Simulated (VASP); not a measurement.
Wanted: the native input for a VASP 6.6.1 run.

| Quantity | Value |
| --- | --- |
| Task | electric field gradients |
| Functional | PBEsol |
| Potentials or basis | VASP PAW PBE potentials, release 64 (O) |
| Cutoff | 520 eV |
| k mesh | 10 × 10 × 10 |
| Occupations | fermi-dirac, width 0.02 eV |
| Spin | no spin polarisation |
| Dipole correction | no |
| Further INCAR settings | ALGO = Normal; EDIFF = 1e-08; NBANDS = 13 |

The structure of O lies in POSCAR:

```
O
1.0
    1.4512649137      0.8378881885      3.4751463827
   -1.4512649137      0.8378881885      3.4751463827
    0.0000000000     -1.6757763772      3.4751463827
O
2
Direct
    0.0577000000      0.0577000000      0.0577000000
    0.9423000000      0.9423000000      0.9423000000
```

This cell differs from its parent crystal: volume scaled by 1.06.

These files were run (other wordings do the same):

INCAR

```
SYSTEM = O
  PREC = Accurate
  ENCUT = 520
  EDIFF = 1E-8
  ISMEAR = -1
  SIGMA = 0.02
  LREAL = .False.
  LASPH = .True.
  NELM = 100
  ALGO = Normal
  ISIF = 2
  LWAVE = .False.
  LCHARG = .False.
  GGA = PS
  LEFG = .True.
  NBANDS = 13
```

KPOINTS

```
Automatic mesh
0
Gamma
  10 10 10
  0 0 0
```

Potentials or basis: VASP PAW PBE potentials, release 64 (O).

Run with:

```console
$ cat potpaw_PBE.64/O/POTCAR > POTCAR
$ mpirun -np 1 vasp_std > vasp.out
```

It gave:

- Pressure: -0.3 GPa
- Largest force: 1.770 eV/Å
- Band gap on the k mesh: zero (band 6 reaches 0.58 eV, above the bottom of band 7 at -0.60 eV)

Caveat: the standard files for N, O and F lose accuracy on very short bonds; spin is off for a triplet molecule; without QUAD_EFG the Cq values of the log hold for a quadrupole moment of 1 mb, not for the nuclei; the PAW data sets were made with another functional, which shifts forces and pressure a little.

Wall time 60 s on 1 thread of Intel(R) Xeon(R) Platinum 8488C (Sapphire Rapids), with other jobs on the host, peak memory 0.17 GiB.
